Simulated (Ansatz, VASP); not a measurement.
## SrTiO3 in VASP and in Ansatz

```xyz
5
Lattice="3.9050 0.0000 0.0000 0.0000 3.9050 0.0000 0.0000 0.0000 3.8660" Properties=species:S:1:pos:R:3 pbc="T T T"
Sr    0.0000    0.0000    0.0000
Ti    1.9525    1.9525    1.9330
O     0.0000    1.9525    1.9330
O     1.9525    0.0000    1.9330
O     1.9525    1.9525    0.0000
```

Change from the starting cell: z stretched by -1 %, ions relaxed.

Alike in both runs: functional PBE; k mesh 8 × 8 × 8; occupations fermi-dirac, width 0.02 eV; no spin polarisation.

Ansatz relaxed the structure, and its values are those at the end. VASP's run is a single point on that final structure, the one shown.

|  | VASP | Ansatz |
| --- | --- | --- |
| version | VASP 6.6.1 | Ansatz 0.2.0 |
| potentials or method | VASP PAW PBE potentials, release 64 (Sr_sv, Ti_sv, O) | plane-wave PAW, scalar-relativistic |
| plane-wave cutoff (eV) | 600 | 420 |
| valence electrons in the cell | 40 | 40 |

|  | VASP | Ansatz | Ansatz less VASP |
| --- | --- | --- | --- |
| gap on the k mesh at the Fermi level (eV) | 1.86 | 1.89 | +0.032 |
| pressure (GPa) | 6.8 | 6.3 | -0.49 |

The functional is the same, so the differences come from potentials, cutoffs and numerics. Ansatz's warnings: stress scf threshold loose.
